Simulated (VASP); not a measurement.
Crystal: HfO2.

```
Hf O
1.0
     0.00000    2.54876    2.54876
     2.54876    0.00000    2.54876
     2.54876    2.54876    0.00000
Hf O
1 2
Direct
  0.00000 0.00000 0.00000
  0.75000 0.75000 0.75000
  0.25000 0.25000 0.25000
```

```yaml
Program: VASP 6.6.1
Task: relaxation of cell and atoms
Functional: PBEsol
Potentials_or_basis: VASP PAW PBE potentials, release 64 (Hf_pv, O)
Cutoff: 600 eV
k_mesh: 8 × 8 × 8
Occupations: fermi-dirac, width 0.02 eV
Spin: no spin polarisation
```

At the start: pressure -11.5 GPa; volume 11.04 Å³/atom.

How do energy, volume and symmetry change on relaxing?

Over 4 steps the energy falls by 18.9 meV/atom and the volume is 10.53 Å³/atom (-4.6 %); space group Fm-3m (No. 225, to 0.1 Å) before and after.

Step by step:
```csv
step,energy change (eV),largest force (eV/Å),pressure (GPa),volume (Å³)
1,0.0000,0.0000,-11.52,33.11
2,0.0830,0.0000,22.25,29.45
3,-0.0568,0.0000,-0.24,31.63
4,-0.0568,0.0000,0.01,31.60
```

Final structure:
```yaml
crystal:
  lattice:
    - [0.00000, 2.50922, 2.50922]
    - [2.50922, 0.00000, 2.50922]
    - [2.50922, 2.50922, 0.00000]
  atoms:
    - { symbol: Hf, position: [0.00000, 0.00000, 0.00000] }
    - { symbol: O, position: [0.75000, 0.75000, 0.75000] }
    - { symbol: O, position: [0.25000, 0.25000, 0.25000] }
```

Caveat: the PAW data sets were made with another functional, which shifts forces and pressure a little.
